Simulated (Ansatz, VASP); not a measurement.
## Sb: VASP beside Ansatz

```
CELL_PARAMETERS angstrom
0.00000 2.35739 -2.35739
-2.35739 0.00000 2.35739
4.71477 4.71477 4.71477
ATOMIC_POSITIONS crystal
Sb 0.00000 0.00000 0.00000
Sb 0.33333 0.66667 0.33333
Sb 0.66667 0.33333 0.66667
```

Alike in both runs: task single point; functional PBEsol; k mesh 11 × 11 × 4; occupations fermi-dirac, width 0.1 eV; no spin polarisation.

|  | VASP | Ansatz |
| --- | --- | --- |
| version | VASP 6.6.1 | Ansatz 0.2.0 |
| potentials or method | VASP PAW PBE potentials, release 64 (Sb) | PAW with Ansatz's default frozen-core files, scalar-relativistic |
| plane-wave cutoff (eV) | 520 | 420 |
| valence electrons in the cell | 15 | 45 |

```csv
,VASP,Ansatz,Ansatz less VASP
pressure (GPa),-0.1,-0.1,+0.01
```

VASP's potentials were made for PBE, not for PBEsol. VASP's potentials hold 15 valence electrons a cell and Ansatz's 45, so a difference there can come from the potentials and not from the codes.

Spin-orbit coupling is off throughout.
